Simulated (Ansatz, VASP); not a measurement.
Two plane-wave programs on LaSb

```
La Sb
1.0
     0.00000    3.30169    3.30169
     3.30169    0.00000    3.30169
     3.30169    3.30169    0.00000
La Sb
1 1
Direct
  0.00000 0.00000 0.00000
  0.50000 0.50000 0.50000
```

Alike in both runs: task single point; functional LDA; k mesh 8 × 8 × 8; occupations fermi-dirac, width 0.1 eV; no spin polarisation.

```csv
,VASP,Ansatz
version,VASP 6.6.1,Ansatz 0.2.0
potentials or method,"VASP PAW LDA potentials, release 64 (La, Sb), cutoff 520 eV","plane waves, PAW"
valence electrons in the cell,16,26
```

```tsv
	VASP	Ansatz	Ansatz less VASP
pressure (GPa)	-4.6	-4.7	-0.05
```

LDA's correlation is that of Perdew and Zunger in VASP and of Perdew and Wang (1992) in Ansatz. VASP's potentials hold 16 valence electrons a cell and Ansatz's 26, so a difference there can come from the potentials and not from the codes.

Neither program's run includes spin-orbit coupling.
